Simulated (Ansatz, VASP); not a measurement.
**Two plane-wave programs on FePt**

```
Pt Fe
1.0
     2.72350    0.00000    0.00000
     0.00000    2.72350    0.00000
     0.00000    0.00000    3.72000
Pt Fe
1 1
Direct
  0.50000 0.50000 0.50000
  0.00000 0.00000 0.00000
```

Alike in both runs: task relaxation of cell and atoms; functional PBEsol; dispersion D3(BJ); k mesh 10 × 10 × 7; occupations fermi-dirac, width 0.05 eV; collinear spin.

|  | VASP | Ansatz |
| --- | --- | --- |
| version | VASP 6.6.1 | Ansatz 0.2.0 |
| potentials or method | VASP PAW PBE potentials, release 64 (Pt, Fe) | Ansatz PAW |
| plane-wave cutoff (eV) | 600 | 420 |
| valence electrons in the cell | 18 | 34 |

|  | VASP | Ansatz | Ansatz less VASP |
| --- | --- | --- | --- |
| gap on the k mesh at the Fermi level, each at its own relaxed structure (eV) | none | none | - |
| net moment per atom (μB) | 1.60 | 1.60 | +0.001 |
| size of the moment on the site where the two differ most (μB) | 0.34 | 0.39 | +0.055 |
| relaxed volume (Å³/atom) | 13.06 | 13.08 | +0.014 |
| relaxed length of the cell vector where the two differ most in proportion (Å) | 2.670 | 2.671 | +0.0016 |

VASP's potentials were made for PBE, not for PBEsol. Site moments also hang on the region over which each program counts them. A gap of «none» marks a metal or a gap that the smearing closes. VASP's potentials hold 18 valence electrons a cell and Ansatz's 34, so a difference there can come from the potentials and not from the codes.

Neither program's run includes spin-orbit coupling. Noted on Ansatz's run: the plane-wave basis is chosen anew once the cell has moved, so the energies of steps on either side of that aren't comparable.
